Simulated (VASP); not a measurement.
# Hf (Fm-3m) in VASP: notebook

Runs on Hf. Level: PBEsol. Tasks: relaxation of cell and atoms.

All numbers are computed with VASP 6.6.1; they aren't measurements. Logs are shortened: lines on timing, memory, paths and dates and some standing lists are left out, and cuts for length are marked.

## Step 1: The cell of the first run

It takes space group Fm-3m (No. 225, cubic). The conventional cell has a = 4.440 Å, b = 4.440 Å, c = 4.440 Å, α = 90.00°, β = 90.00°, γ = 90.00°. Within 4.1 Å of Hf (site symmetry m-3m) lie 12 Hf at 3.14 Å.

## Step 2: Relaxation of cell and atoms, PBEsol

INCAR reads:

```
SYSTEM = Hf
PREC = Accurate ; ENCUT = 600
EDIFF = 1E-6 ; ISMEAR = -1
SIGMA = 0.05 ; LREAL = .FALSE.
LASPH = .TRUE. ; NELM = 80
ALGO = Normal ; ISIF = 3
LWAVE = .FALSE. ; LCHARG = .FALSE.
GGA = PS ; IBRION = 2
NSW = 80 ; EDIFFG = -0.005
```

KPOINTS reads:

```
regular mesh
0
G
  10 10 10
  0 0 0
```

POSCAR reads:

```
Hf
1.0
    0.0000000000      2.2200000000      2.2200000000
    2.2200000000      0.0000000000      2.2200000000
    2.2200000000      2.2200000000      0.0000000000
Hf
1
Direct
    0.0000000000      0.0000000000      0.0000000000
```

Potentials or basis: VASP PAW PBE potentials, release 64 (Hf_pv).

On the command line:

```sh
$ cat potpaw_PBE.64/Hf_pv/POTCAR > POTCAR
$ mpirun -np 1 vasp_std > vasp.out
```

OUTCAR:

```text
SYSTEM = Hf
   PREC = Accurate
   ENCUT = 600
   EDIFF = 1E-6
   ISMEAR = -1
   LREAL = .FALSE.
   LASPH = .TRUE.
   NELM = 80
   ISIF = 3
   GGA = PS
   IBRION = 2
   NSW = 80
   EDIFFG = -0.005

 ion  position               nearest neighbor table
   1  0.000  0.000  0.000-

  LATTYP: Found a face centered cubic cell.
 ALAT       =     4.4400000000

  Lattice vectors:

 A1 = (   0.0000000000,   2.2200000000,   2.2200000000)
 A2 = (   2.2200000000,   0.0000000000,   2.2200000000)
 A3 = (   2.2200000000,   2.2200000000,   0.0000000000)

Analysis of symmetry for initial positions (statically):
=====================================================================
 Subroutine PRICEL returns:
 Original cell was already a primitive cell.

 Routine SETGRP: Setting up the symmetry group for a
 face centered cubic supercell.

 Subroutine GETGRP returns: Found 48 space group operations
 (whereof 48 operations were pure point group operations)
 out of a pool of 48 trial point group operations.

The static configuration has the point symmetry O_h .

Analysis of symmetry for dynamics (positions and initial velocities):
=====================================================================
 Subroutine PRICEL returns:
 Original cell was already a primitive cell.

 Routine SETGRP: Setting up the symmetry group for a
 face centered cubic supercell.

 Subroutine GETGRP returns: Found 48 space group operations
 (whereof 48 operations were pure point group operations)
 out of a pool of 48 trial point group operations.

The dynamic configuration has the point symmetry O_h .

 Subroutine INISYM returns: Found 48 space group operations
 (whereof 48 operations are pure point group operations),
 and found     1 'primitive' translations

----------------------------------------------------------------------------------------

                                     Primitive cell

  volume of cell :      21.8821

  direct lattice vectors                    reciprocal lattice vectors
     0.000000000  2.220000000  2.220000000    -0.225225225  0.225225225  0.225225225
     2.220000000  0.000000000  2.220000000     0.225225225 -0.225225225  0.225225225
     2.220000000  2.220000000  0.000000000     0.225225225  0.225225225 -0.225225225

  length of vectors
     3.139554108  3.139554108  3.139554108     0.390101533  0.390101533  0.390101533

  position of ions in fractional coordinates (direct lattice)
     0.000000000  0.000000000  0.000000000

  ion indices of the primitive-cell ions
   primitive index   ion index
                 1           1

----------------------------------------------------------------------------------------

 KPOINTS: regular mesh

Automatic generation of k-mesh.
 Grid dimensions read from file:
 generate k-points for:   10   10   10

 Generating k-lattice:

  Cartesian coordinates                     Fractional coordinates (reciprocal lattice)
    -0.022522523  0.022522523  0.022522523     0.100000000  0.000000000  0.000000000
     0.022522523 -0.022522523  0.022522523     0.000000000  0.100000000  0.000000000
     0.022522523  0.022522523 -0.022522523     0.000000000  0.000000000  0.100000000

  Length of vectors
     0.039010153  0.039010153  0.039010153

  Shift w.r.t. Gamma in fractional coordinates (k-lattice)
     0.000000000  0.000000000  0.000000000

 Subroutine IBZKPT returns following result:
 ===========================================

 Found     47 irreducible k-points:

 Following reciprocal coordinates:
            Coordinates               Weight
  0.000000  0.000000  0.000000      1.000000
  0.100000  0.000000  0.000000      8.000000
  0.200000  0.000000  0.000000      8.000000
  0.300000  0.000000  0.000000      8.000000
  0.400000  0.000000  0.000000      8.000000
  0.500000  0.000000  0.000000      4.000000
[... 16 lines left out ...]
  0.300000  0.300000  0.000000      6.000000
  0.400000  0.300000  0.000000     24.000000
 [... further k-points ...]
   k-points           NKPTS =     47   k-points in BZ     NKDIM =     47   number of bands    NBANDS=      9
   number of dos      NEDOS =    301   number of ions     NIONS =      1
   total plane-waves  NPLWV =  21952
   dimension x,y,z NGX =    28 NGY =   28 NGZ =   28
   dimension x,y,z NGXF=    56 NGYF=   56 NGZF=   56
   ions per type =               1
   NGX,Y,Z   is equivalent  to a cutoff of  14.83, 14.83, 14.83 a.u.
   NGXF,Y,Z  is equivalent  to a cutoff of  29.65, 29.65, 29.65 a.u.
 SYSTEM =  Hf
   PREC   = accura    normal or accurate (medium, high low for compatibility)
   ISTART =      0    job   : 0-new  1-cont  2-samecut
   ICHARG =      2    charge: 1-file 2-atom 10-const
   ISPIN  =      1    spin polarized calculation?
   LNONCOLLINEAR =      F non collinear calculations
   LSORBIT =      F    spin-orbit coupling
   LASPH  =      T    aspherical Exc in radial PAW
   ENCUT  =  600.0 eV  44.10 Ry    6.64 a.u.   6.27  6.27  6.27*2*pi/ulx,y,z
   NELM   =     80;   NELMIN=  2; NELMDL= -5     # of ELM steps
   EDIFF  = 0.1E-05   stopping-criterion for ELM
   LREAL  =      F    real-space projection
   EDIFFG = -.5E-02   stopping-criterion for IOM
   NSW    =     80    number of steps for IOM
   IBRION =      2    ionic relax: 0-MD 1-quasi-New 2-CG
   NFREE  =      1    steps in history (QN), initial steepest desc. (CG)
   ISIF   =      3    stress and relaxation
   ISYM   =      2    0-nonsym 1-usesym 2-fastsym
   POTIM  = 0.5000    time-step for ionic-motion
   TEBEG  =    0.0;   TEEND  =   0.0 temperature during run
   PSTRESS=    0.0 pullay stress
   NELECT =      10.0000    total number of electrons
   NUPDOWN=      -1.0000    fix difference up-down
   EMIN   =  10.00;   EMAX   =-10.00  energy-range for DOS
   EFERMI =   0.00;   METHOD = LEGACY
   ISMEAR =    -1;   SIGMA  =   0.05  broadening in eV -4-tet -1-fermi 0-gaus
   EFERMI_NEDOS =   21; number of points for ismear=-14 and -15
   IALGO  =     38    algorithm
   IMIX   =      4    mixing-type and parameters
     AMIX     =   0.40;   BMIX     =  1.00
     AMIX_MAG =   1.60;   BMIX_MAG =  1.00
  volume/ion in A,a.u.               =      21.88       147.67
  Fermi-wavevector in a.u.,A,eV,Ry     =   1.260991  2.382927 21.634588  1.590097
  Thomas-Fermi vector in A             =   2.394472
   LORBIT       =      0    0 simple, 1 ext, 2 COOP (PROOUT), +10 PAW based schemes
   GGA     = PS    functional components
   LHFCALC =     F    Hartree Fock is set to
   AEXX    =    0.0000 exact exchange contribution
   IVDW    =     0    specifies the selected vdW correction
   LEPSILON=     F    determine dielectric tensor
   LRPA    =     F    only Hartree local field effects (RPA)
 conjugate gradient relaxation of ions
 non-spin polarized calculation
  energy-cutoff  :      600.00
  volume of cell :       21.88
 maximum number of plane-waves:       745
 NGX is ok and might be reduce to    28
   NGX = 13   NGY = 13   NGZ = 13

--------------------------------------- Ionic step        1  -------------------------------------------

 number of electron      10.0000000 magnetization

 Free energy of the ion-electron system (eV)
  ---------------------------------------------------
  ext. energy  EPLUGINS =         0.00000000
  ---------------------------------------------------
  free energy    TOTEN  =       -10.43930321 eV

  energy without entropy =      -10.42826162  energy(sigma->0) =      -10.43378242

------------------------ aborting loop because EDIFF is reached ----------------------------------------

  FORCE on cell =-STRESS in cart. coord.  units (eV):
  Direction    XX          YY          ZZ          XY          YZ          ZX
  --------------------------------------------------------------------------------------
  -------------------------------------------------------------------------------------
  Total       -0.2812855     -0.2812855     -0.2812855      0.0000000     -0.0000000      0.0000000
  in kB      -20.5953399    -20.5953399    -20.5953399      0.0000000     -0.0000000      0.0000000
  external PRESSURE =     -20.5953399 kB  Pullay stress =       0.0000000 kB
[... 55 lines left out ...]
  energy  without entropy=      -10.4278324762  energy(sigma->0) =      -10.43304919

--------------------------------------- Ionic step        3  -------------------------------------------

 number of electron       9.9999999 magnetization

 Free energy of the ion-electron system (eV)
  ---------------------------------------------------
  ext. energy  EPLUGINS =         0.00000000
  ---------------------------------------------------
  free energy    TOTEN  =       -10.44199420 eV

  energy without entropy =      -10.43134839  energy(sigma->0) =      -10.43667129

 E-fermi :   4.8783     XC(G=0): -11.5808

 val. band max:        4.8606857164   @ k =   0.3000   0.0000   0.0000
 cond. band min:       4.8797232194   @ k =  -0.2000   0.1000   0.0000
 fundamental gap:      0.0190375029
 Fermi energy:         4.8783252578

 k-point     1 :       0.0000    0.0000    0.0000
  band No.  band energies     occupation
      1     -24.9383      2.00000
      2     -24.9383      2.00000
      3     -24.9383      2.00000
      4      -2.4885      2.00000
      5       6.2781      0.00000
      6       6.2781      0.00000
      7       6.2781      0.00000
      8       9.2108      0.00000
      9       9.2108      0.00000
[... 265 lines left out ...]
 k-point    24 :       0.4000    0.3000    0.0000
  band No.  band energies     occupation
      1     -25.6575      2.00000
      2     -25.2283      2.00000
      3     -25.1976      2.00000
      4       1.4937      2.00000
      5       3.2627      2.00000
      6       5.7701      0.00000
      7       9.1083      0.00000
      8      10.1674      0.00000
      9      11.3082      0.00000

 [... further k-points ...]

------------------------ aborting loop because EDIFF is reached ----------------------------------------

  FORCE on cell =-STRESS in cart. coord.  units (eV):
  Direction    XX          YY          ZZ          XY          YZ          ZX
  --------------------------------------------------------------------------------------
  -------------------------------------------------------------------------------------
  Total       -0.0006707     -0.0006707     -0.0006707      0.0000000      0.0000000     -0.0000000
  in kB       -0.0500414     -0.0500414     -0.0500414      0.0000000      0.0000000     -0.0000000
  external PRESSURE =      -0.0500414 kB  Pullay stress =       0.0000000 kB
[... 16 lines left out ...]
  FREE ENERGIE OF THE ION-ELECTRON SYSTEM (eV)
  ---------------------------------------------------
  free  energy   TOTEN  =       -10.4419942004 eV

  energy  without entropy=      -10.4313483888  energy(sigma->0) =      -10.43667129

 reached required accuracy - stopping structural energy minimisation
```

Wall time 52 s (1 thread of Intel Xeon 8259CL, shared host); peak memory 0.17 GiB.

Results:

| Item | Value |
| --- | --- |
| Free energy | -10.4420 eV |
| Relaxed volume | 21.47 Å³/atom |
| Relaxed cell | a = 3.120 Å, b = 3.120 Å, c = 3.120 Å, α = 60.00°, β = 60.00°, γ = 60.00° |
| Space group after relaxing (to 0.05 Å) | Fm-3m (No. 225) |
| Energy gained by relaxing | 2.7 meV/atom |
| Ionic steps | 3 |
| Pressure after relaxing | 0.0 GPa |
| Band gap on the k mesh | zero (band 5 reaches 6.28 eV, above the bottom of band 6 at 4.47 eV) |

The path:
```
step  energy change (eV)  largest force (eV/Å)  pressure (GPa)  volume (Å³)
   1              0.0000                0.0000           -2.06        21.88
   2              0.0010                0.0000            2.60        21.00
   3             -0.0027                0.0000           -0.01        21.47
```

Final structure:
```
CELL_PARAMETERS angstrom
0.00000 2.20607 2.20607
2.20607 0.00000 2.20607
2.20607 2.20607 0.00000
ATOMIC_POSITIONS crystal
Hf 0.00000 0.00000 0.00000
```

Caveat: the PAW data sets were made with another functional, which shifts forces and pressure a little; spin-orbit coupling is left out, which moves the levels of the heavy elements.

## Step 3: Relaxation of cell and atoms, PBEsol, target pressure 5 GPa, at which the enthalpy is minimised

INCAR reads:

```
ALGO = Normal ; EDIFF = 1E-7
EDIFFG = -0.005 ; ENCUT = 600
GGA = PS ; IBRION = 2
ISIF = 3 ; ISMEAR = -1
LASPH = T ; LCHARG = F
LREAL = F ; LWAVE = F
NELM = 80 ; NSW = 80
PREC = Accurate ; PSTRESS = 50.0
SIGMA = 0.05
```

KPOINTS reads:

```
k-points
0
Gamma
  10 10 10
```

POSCAR is that of step 2.

Potentials or basis: VASP PAW PBE potentials, release 64 (Hf_pv).

On the command line:

```sh
$ cat potpaw_PBE.64/Hf_pv/POTCAR > POTCAR
$ mpirun -np 1 vasp_std > vasp.out
```

Wall time 72 s (1 thread of Intel Xeon 8259CL, shared host); peak memory 0.17 GiB.

It converged, with:

```yaml
Free_energy: -10.4290 eV
Relaxed_volume: 20.61 Å³/atom
Relaxed_cell: a = 3.078 Å, b = 3.078 Å, c = 3.078 Å, α = 60.00°, β = 60.00°, γ = 60.00°
Space_group_after_relaxing_to_0.05_Å: Fm-3m (No. 225)
Energy_change_on_relaxing_the_enthalpy_is_what_falls: +10.3 meV/atom
Ionic_steps: 4
Pressure_after_relaxing: 5.0 GPa
Band_gap_on_the_k_mesh: zero (band 5 reaches 6.58 eV, above the bottom of band 6 at 4.76 eV)
```

Step by step:
| step | energy change (eV) | largest force (eV/Å) | pressure (GPa) | volume (Å³) |
| --- | --- | --- | --- | --- |
| 1 | 0.0000 | 0.0000 | -2.07 | 21.88 |
| 2 | 0.1214 | 0.0000 | 17.31 | 18.97 |
| 3 | 0.0095 | 0.0000 | 4.83 | 20.64 |
| 4 | 0.0103 | 0.0000 | 4.99 | 20.61 |

Final structure:
```xyz
1
Lattice="0.0000 2.1761 2.1761 2.1761 0.0000 2.1761 2.1761 2.1761 0.0000" Properties=species:S:1:pos:R:3 pbc="T T T"
Hf    2.1761    0.0000    2.1761
```

Levels at points of the mesh, in eV from the Fermi level:
| k point | band 1 | band 2 | band 3 | band 4 | band 5 | band 6 | band 7 | band 8 | band 9 |
| --- | --- | --- | --- | --- | --- | --- | --- | --- | --- |
| (0.00, 0.00, 0.00) | -29.66 | -29.66 | -29.66 | -7.50 | 1.42 | 1.42 | 1.42 | 4.51 | 4.51 |
| (0.50, 0.00, 0.00) | -30.74 | -29.80 | -29.80 | -3.89 | 0.90 | 1.15 | 1.15 | 6.89 | 6.89 |
| (0.50, 0.50, 0.00) | -30.67 | -30.05 | -30.05 | -3.63 | -2.45 | 3.01 | 6.90 | 7.61 | 7.61 |

Caveat: the cell is relaxed towards a set pressure, so the enthalpy falls and the energy may rise; the PAW data sets were made with another functional, which shifts forces and pressure a little; spin-orbit coupling is left out, which moves the levels of the heavy elements.
